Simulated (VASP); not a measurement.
# MgO in VASP: further runs, part 2 of 3

VASP 6.6.1. Earlier steps stand in the parts before.

## Step 3: Single point, PBE (uniaxial z strain +3.0%)

Contents of INCAR:

```
  PREC = Accurate
  ENCUT = 520
  EDIFF = 1E-6
  ISMEAR = 0
  SIGMA = 0.01
  LREAL = False
  LASPH = True
  NELM = 80
  ALGO = Normal
  ISIF = 2
  LWAVE = False
  LCHARG = True
  GGA = PE
  LELF = True
  LVHAR = True
  NBANDS = 11
```

Contents of KPOINTS:

```
Automatic mesh
0
Gamma
  6 6 6
```

Contents of POSCAR:

```
MgO
1.0
    0.0000000000      2.1021674155      2.1652324379
    2.1021674155      0.0000000000      2.1652324379
    2.1021674155      2.1021674155      0.0000000000
Mg O
1 1
Direct
    0.0000000000      0.0000000000      0.0000000000
    0.5000000000      0.5000000000      0.5000000000
```

Potentials or basis: VASP PAW PBE potentials, release 64 (Mg, O).

On the command line:

```
cat potpaw_PBE.64/Mg/POTCAR potpaw_PBE.64/O/POTCAR > POTCAR
mpirun -np 1 vasp_std > vasp.out
```

OUTCAR:

```text
PREC = Accurate
   ENCUT = 520
   EDIFF = 1E-6
   ISMEAR = 0
   LREAL = False
   LASPH = True
   NELM = 80
   ISIF = 2
   GGA = PE

 ion  position               nearest neighbor table
   1  0.000  0.000  0.000-   2 2.10   2 2.10   2 2.10   2 2.10   2 2.17   2 2.17
   2  0.500  0.500  0.500-   1 2.10   1 2.10   1 2.10   1 2.10   1 2.17   1 2.17

  LATTYP: Found a body centered tetragonal cell.
 ALAT       =     2.9729136694
 C/A-ratio  =     1.4566399692

  Lattice vectors:

 A1 = (  -2.1021674155,   0.0000000000,   2.1652324379)
 A2 = (   2.1021674155,   0.0000000000,   2.1652324379)
 A3 = (   0.0000000000,   2.1021674155,  -2.1652324379)

Analysis of symmetry for initial positions (statically):
=====================================================================
 Subroutine PRICEL returns:
 Original cell was already a primitive cell.

 Routine SETGRP: Setting up the symmetry group for a
 body centered tetragonal supercell.

 Subroutine GETGRP returns: Found 16 space group operations
 (whereof 16 operations were pure point group operations)
 out of a pool of 16 trial point group operations.

The static configuration has the point symmetry D_4h.

Analysis of symmetry for dynamics (positions and initial velocities):
=====================================================================
 Subroutine PRICEL returns:
 Original cell was already a primitive cell.

 Routine SETGRP: Setting up the symmetry group for a
 body centered tetragonal supercell.

 Subroutine GETGRP returns: Found 16 space group operations
 (whereof 16 operations were pure point group operations)
 out of a pool of 16 trial point group operations.

The dynamic configuration has the point symmetry D_4h.

 Subroutine INISYM returns: Found 16 space group operations
 (whereof 16 operations are pure point group operations),
 and found     1 'primitive' translations

----------------------------------------------------------------------------------------

                                     Primitive cell

  volume of cell :      19.1368

  direct lattice vectors                    reciprocal lattice vectors
     0.000000000  2.102167415  2.165232438    -0.237849753  0.237849753  0.230922090
     2.102167415  0.000000000  2.165232438     0.237849753 -0.237849753  0.230922090
     2.102167415  2.102167415  0.000000000     0.237849753  0.237849753 -0.230922090

  length of vectors
     3.017836867  3.017836867  2.972913669     0.408007379  0.408007379  0.408007379

  position of ions in fractional coordinates (direct lattice)
     0.000000000  0.000000000  0.000000000
     0.500000000  0.500000000  0.500000000

  ion indices of the primitive-cell ions
   primitive index   ion index
                 1           1
                 2           2

----------------------------------------------------------------------------------------

 KPOINTS: Automatic mesh

Automatic generation of k-mesh.
 Grid dimensions read from file:
 generate k-points for:    6    6    6

 Generating k-lattice:

  Cartesian coordinates                     Fractional coordinates (reciprocal lattice)
    -0.039641625  0.039641625  0.038487015     0.166666667  0.000000000  0.000000000
     0.039641625 -0.039641625  0.038487015     0.000000000  0.166666667  0.000000000
     0.039641625  0.039641625 -0.038487015    -0.000000000 -0.000000000  0.166666667

  Length of vectors
     0.068001230  0.068001230  0.068001230

  Shift w.r.t. Gamma in fractional coordinates (k-lattice)
     0.000000000  0.000000000  0.000000000

 Subroutine IBZKPT returns following result:
 ===========================================

 Found     30 irreducible k-points:

 Following reciprocal coordinates:
            Coordinates               Weight
  0.000000  0.000000  0.000000      1.000000
  0.166667  0.000000  0.000000      8.000000
  0.333333 -0.000000  0.000000      8.000000
  0.500000 -0.000000  0.000000      4.000000
  0.166667  0.166667  0.000000      2.000000
  0.333333  0.166667  0.000000      8.000000
[... 16 lines left out ...]
  0.333333  0.000000  0.333333      4.000000
  0.500000 -0.000000  0.333333     16.000000
 [... further k-points ...]
   k-points           NKPTS =     30   k-points in BZ     NKDIM =     30   number of bands    NBANDS=     11
   number of dos      NEDOS =    301   number of ions     NIONS =      2
   total plane-waves  NPLWV =  13824
   dimension x,y,z NGX =    24 NGY =   24 NGZ =   24
   dimension x,y,z NGXF=    48 NGYF=   48 NGZF=   48
   ions per type =               1   1
   NGX,Y,Z   is equivalent  to a cutoff of  13.22, 13.22, 13.42 a.u.
   NGXF,Y,Z  is equivalent  to a cutoff of  26.44, 26.44, 26.84 a.u.
 SYSTEM =  unknown system
   PREC   = accura    normal or accurate (medium, high low for compatibility)
   ISTART =      0    job   : 0-new  1-cont  2-samecut
   ICHARG =      2    charge: 1-file 2-atom 10-const
   ISPIN  =      1    spin polarized calculation?
   LNONCOLLINEAR =      F non collinear calculations
   LSORBIT =      F    spin-orbit coupling
   LASPH  =      T    aspherical Exc in radial PAW
   ENCUT  =  520.0 eV  38.22 Ry    6.18 a.u.   5.61  5.61  5.53*2*pi/ulx,y,z
   NELM   =     80;   NELMIN=  2; NELMDL= -5     # of ELM steps
   EDIFF  = 0.1E-05   stopping-criterion for ELM
   LREAL  =      F    real-space projection
   EDIFFG = 0.1E-04   stopping-criterion for IOM
   NSW    =      0    number of steps for IOM
   IBRION =     -1    ionic relax: 0-MD 1-quasi-New 2-CG
   NFREE  =      0    steps in history (QN), initial steepest desc. (CG)
   ISIF   =      2    stress and relaxation
   ISYM   =      2    0-nonsym 1-usesym 2-fastsym
   POTIM  = 0.5000    time-step for ionic-motion
   TEBEG  =    0.0;   TEEND  =   0.0 temperature during run
   PSTRESS=    0.0 pullay stress
   NELECT =       8.0000    total number of electrons
   NUPDOWN=      -1.0000    fix difference up-down
   EMIN   =  10.00;   EMAX   =-10.00  energy-range for DOS
   EFERMI =   0.00;   METHOD = LEGACY
   ISMEAR =     0;   SIGMA  =   0.01  broadening in eV -4-tet -1-fermi 0-gaus
   EFERMI_NEDOS =   21; number of points for ismear=-14 and -15
   IALGO  =     38    algorithm
   IMIX   =      4    mixing-type and parameters
     AMIX     =   0.40;   BMIX     =  1.00
     AMIX_MAG =   1.60;   BMIX_MAG =  1.00
  volume/ion in A,a.u.               =       9.57        64.57
  Fermi-wavevector in a.u.,A,eV,Ry     =   1.224095  2.313204 20.387086  1.498409
  Thomas-Fermi vector in A             =   2.359182
   LORBIT       =      0    0 simple, 1 ext, 2 COOP (PROOUT), +10 PAW based schemes
   GGA     = PE    functional components
   LHFCALC =     F    Hartree Fock is set to
   AEXX    =    0.0000 exact exchange contribution
   IVDW    =     0    specifies the selected vdW correction
   LEPSILON=     F    determine dielectric tensor
   LRPA    =     F    only Hartree local field effects (RPA)
 non-spin polarized calculation
 Gauss-broadening in eV      SIGMA  =   0.01
  energy-cutoff  :      520.00
  volume of cell :       19.14
 maximum number of plane-waves:       540
 NGX is ok and might be reduce to    24
   NGX = 11   NGY = 11   NGZ = 11

 number of electron       8.0000003 magnetization

 Free energy of the ion-electron system (eV)
  ---------------------------------------------------
  ext. energy  EPLUGINS =         0.00000000
  ---------------------------------------------------
  free energy    TOTEN  =       -11.90519322 eV

  energy without entropy =      -11.90519322  energy(sigma->0) =      -11.90519322

 E-fermi :   3.1008     XC(G=0): -10.9638

 val. band max:        3.0485218877   @ k =   0.0000   0.0000   0.0000
 cond. band min:       7.4986944121   @ k =   0.0000   0.0000   0.0000
 fundamental gap:      4.4501725243
 Fermi energy:         3.1008423985

 k-point     1 :       0.0000    0.0000    0.0000
  band No.  band energies     occupation
      1     -14.1351      2.00000
      2       2.9866      2.00000
      3       2.9866      2.00000
      4       3.0485      2.00000
      5       7.4987      0.00000
      6      18.4762      0.00000
      7      18.7841      0.00000
      8      18.7841      0.00000
      9      22.5373      0.00000
     10      23.8143      0.00000
     11      24.7513      0.00000
[... 309 lines left out ...]
 k-point    24 :       0.5000   -0.0000    0.3333
  band No.  band energies     occupation
      1     -12.7108      2.00000
      2      -0.6678      2.00000
      3       1.1415      2.00000
      4       1.8259      2.00000
      5      12.6117      0.00000
      6      13.5424      0.00000
      7      15.8410      0.00000
      8      20.7395      0.00000
      9      21.2146      0.00000
     10      28.3860      0.00000
     11      29.2980      0.00000

 [... further k-points ...]
[... 5 lines left out ...]
  --------------------------------------------------------------------------------------
  -------------------------------------------------------------------------------------
  Total        0.2480255      0.2480255     -0.3709354      0.0000000      0.0000000      0.0000000
  in kB       20.7652806     20.7652806    -31.0555902      0.0000000      0.0000000      0.0000000
  external PRESSURE =       3.4916570 kB  Pullay stress =       0.0000000 kB

 VOLUME and BASIS-vectors are now :
 -----------------------------------------------------------------------------
  energy-cutoff  :      520.00
  volume of cell :       19.14
      direct lattice vectors                 reciprocal lattice vectors
     0.000000000  2.102167415  2.165232438    -0.237849753  0.237849753  0.230922090
     2.102167415  0.000000000  2.165232438     0.237849753 -0.237849753  0.230922090
     2.102167415  2.102167415  0.000000000     0.237849753  0.237849753 -0.230922090

 POSITION                                       TOTAL-FORCE (eV/Angst)
 -----------------------------------------------------------------------------------
      0.00000      0.00000      0.00000         0.000000      0.000000     -0.000000
      2.10217      2.10217      2.16523        -0.000000      0.000000      0.000000
 -----------------------------------------------------------------------------------
    total drift:                               -0.000000     -0.000000      0.000000

  FREE ENERGIE OF THE ION-ELECTRON SYSTEM (eV)
  ---------------------------------------------------
  free  energy   TOTEN  =       -11.9051932228 eV

  energy  without entropy=      -11.9051932228  energy(sigma->0) =      -11.90519322
```

OSZICAR:

```text
N       E                     dE             d eps       ncg     rms          rms(c)
DAV:   1     0.111591817411E+02    0.11159E+02   -0.48447E+03   780   0.654E+02
DAV:   2    -0.129335619567E+02   -0.24093E+02   -0.23607E+02   772   0.131E+02
DAV:   3    -0.134661081745E+02   -0.53255E+00   -0.53157E+00   794   0.162E+01
DAV:   4    -0.134675221758E+02   -0.14140E-02   -0.14140E-02   738   0.916E-01
DAV:   5    -0.134675263004E+02   -0.41246E-05   -0.41246E-05   753   0.499E-02    0.721E+00
DAV:   6    -0.119241455618E+02    0.15434E+01   -0.89818E+00   690   0.163E+01    0.226E+00
DAV:   7    -0.119111926654E+02    0.12953E-01   -0.59986E-02   723   0.215E+00    0.135E+00
DAV:   8    -0.119056094707E+02    0.55832E-02   -0.29497E-02   705   0.192E+00    0.247E-01
DAV:   9    -0.119052045638E+02    0.40491E-03   -0.61538E-04   744   0.173E-01    0.138E-01
DAV:  10    -0.119051908742E+02    0.13690E-04   -0.51023E-04   732   0.168E-01    0.821E-03
DAV:  11    -0.119051932197E+02   -0.23455E-05   -0.29159E-06   756   0.138E-02    0.560E-03
DAV:  12    -0.119051932228E+02   -0.31164E-08   -0.53243E-07   414   0.565E-03
   1 F= -.11905193E+02 E0= -.11905193E+02  d E =-.337628E-16
```

It took 6 s on 1 thread of Intel Xeon 6975P-C, shared host; peak memory 0.14 GiB.

What came out:

| Quantity | Value |
| --- | --- |
| Free energy | -11.9052 eV |
| Pressure | 0.3 GPa |
| Band gap on the k mesh | 4.45 eV, direct |

Stress tensor (GPa, compression positive):
```
 2.08  0.00  0.00
 0.00  2.08  0.00
 0.00  0.00 -3.11
```

Caveat: the k points lie up to 0.43 Å⁻¹ apart; the cell differs from its parent crystal (uniaxial z strain +3.0%).

## Step 4: Single point, PBE (uniaxial z strain +4.0%)

Contents of INCAR:

```
ALGO = Normal ; EDIFF = 1E-6
ENCUT = 520 ; GGA = PE
ISIF = 2 ; ISMEAR = 0
LASPH = T ; LCHARG = F
LREAL = F ; LWAVE = F
NBANDS = 11 ; NELM = 100
PREC = Accurate ; SIGMA = 0.01
```

Contents of KPOINTS:

```
k-points
0
Gamma
  6 6 6
```

Contents of POSCAR:

```
MgO
1.0
    0.0000000000      2.1021674155      2.1862541121
    2.1021674155      0.0000000000      2.1862541121
    2.1021674155      2.1021674155      0.0000000000
Mg O
1 1
Direct
    0.0000000000      0.0000000000      0.0000000000
    0.5000000000      0.5000000000      0.5000000000
```

Potentials or basis: VASP PAW PBE potentials, release 64 (Mg, O).

On the command line:

```
cat potpaw_PBE.64/Mg/POTCAR potpaw_PBE.64/O/POTCAR > POTCAR
mpirun -np 1 vasp_std > vasp.out
```

OUTCAR:

```text
EDIFF = 1E-6
   ENCUT = 520
   GGA = PE
   ISIF = 2
   ISMEAR = 0
   LASPH = T
   LREAL = F
   NELM = 100
   PREC = Accurate

 ion  position               nearest neighbor table
   1  0.000  0.000  0.000-   2 2.10   2 2.10   2 2.10   2 2.10   2 2.19   2 2.19
   2  0.500  0.500  0.500-   1 2.10   1 2.10   1 2.10   1 2.10   1 2.19   1 2.19

  LATTYP: Found a body centered tetragonal cell.
 ALAT       =     2.9729136694
 C/A-ratio  =     1.4707821049

  Lattice vectors:

 A1 = (  -2.1021674155,   0.0000000000,   2.1862541121)
 A2 = (   2.1021674155,   0.0000000000,   2.1862541121)
[... 514 lines left out ...]
      7      15.7146      0.00000
      8      20.4466      0.00000
      9      21.0499      0.00000
     10      28.1028      0.00000
     11      29.0508      0.00000

 [... further k-points ...]
[... 5 lines left out ...]
  --------------------------------------------------------------------------------------
  -------------------------------------------------------------------------------------
  Total        0.1463274      0.1463274     -0.6224877      0.0000000      0.0000000      0.0000000
  in kB       12.1330754     12.1330754    -51.6150241      0.0000000      0.0000000      0.0000000
  external PRESSURE =      -9.1162911 kB  Pullay stress =       0.0000000 kB

 VOLUME and BASIS-vectors are now :
 -----------------------------------------------------------------------------
  energy-cutoff  :      520.00
  volume of cell :       19.32
      direct lattice vectors                 reciprocal lattice vectors
     0.000000000  2.102167415  2.186254112    -0.237849753  0.237849753  0.228701685
     2.102167415  0.000000000  2.186254112     0.237849753 -0.237849753  0.228701685
     2.102167415  2.102167415  0.000000000     0.237849753  0.237849753 -0.228701685

 POSITION                                       TOTAL-FORCE (eV/Angst)
 -----------------------------------------------------------------------------------
      0.00000      0.00000      0.00000         0.000000      0.000000      0.000000
      2.10217      2.10217      2.18625        -0.000000     -0.000000     -0.000000
 -----------------------------------------------------------------------------------
    total drift:                               -0.000000     -0.000000      0.000000

  FREE ENERGIE OF THE ION-ELECTRON SYSTEM (eV)
  ---------------------------------------------------
  free  energy   TOTEN  =       -11.9006017232 eV

  energy  without entropy=      -11.9006017232  energy(sigma->0) =      -11.90060172
```

OSZICAR:

```text
N       E                     dE             d eps       ncg     rms          rms(c)
DAV:   1     0.132916255780E+02    0.13292E+02   -0.46579E+03   772   0.640E+02
DAV:   2    -0.129241893170E+02   -0.26216E+02   -0.25671E+02   758   0.137E+02
DAV:   3    -0.134643280834E+02   -0.54014E+00   -0.53979E+00   795   0.164E+01
DAV:   4    -0.134657999277E+02   -0.14718E-02   -0.14718E-02   708   0.951E-01
DAV:   5    -0.134658049099E+02   -0.49822E-05   -0.49822E-05   789   0.544E-02    0.721E+00
DAV:   6    -0.119202368337E+02    0.15456E+01   -0.90463E+00   687   0.164E+01    0.228E+00
DAV:   7    -0.119068234800E+02    0.13413E-01   -0.64218E-02   732   0.218E+00    0.135E+00
DAV:   8    -0.119010715064E+02    0.57520E-02   -0.30610E-02   699   0.195E+00    0.256E-01
DAV:   9    -0.119006214689E+02    0.45004E-03   -0.69114E-04   753   0.183E-01    0.141E-01
DAV:  10    -0.119005992188E+02    0.22250E-04   -0.55745E-04   729   0.175E-01    0.903E-03
DAV:  11    -0.119006016549E+02   -0.24362E-05   -0.28483E-06   741   0.140E-02    0.555E-03
DAV:  12    -0.119006017232E+02   -0.68297E-07   -0.49253E-07   435   0.562E-03
   1 F= -.11900602E+02 E0= -.11900602E+02  d E =-.147826E-78
```

It took 5.4 s on 1 thread of Intel Xeon 6975P-C, shared host; peak memory 0.14 GiB.

What came out:

| Property | Result |
| --- | --- |
| Free energy | -11.9006 eV |
| Pressure | -0.9 GPa |
| Band gap on the k mesh | 4.34 eV, direct |

Caveat: the k points lie up to 0.43 Å⁻¹ apart; the cell differs from its parent crystal (uniaxial z strain +4.0%).

(Continued in part 3 of 3.)
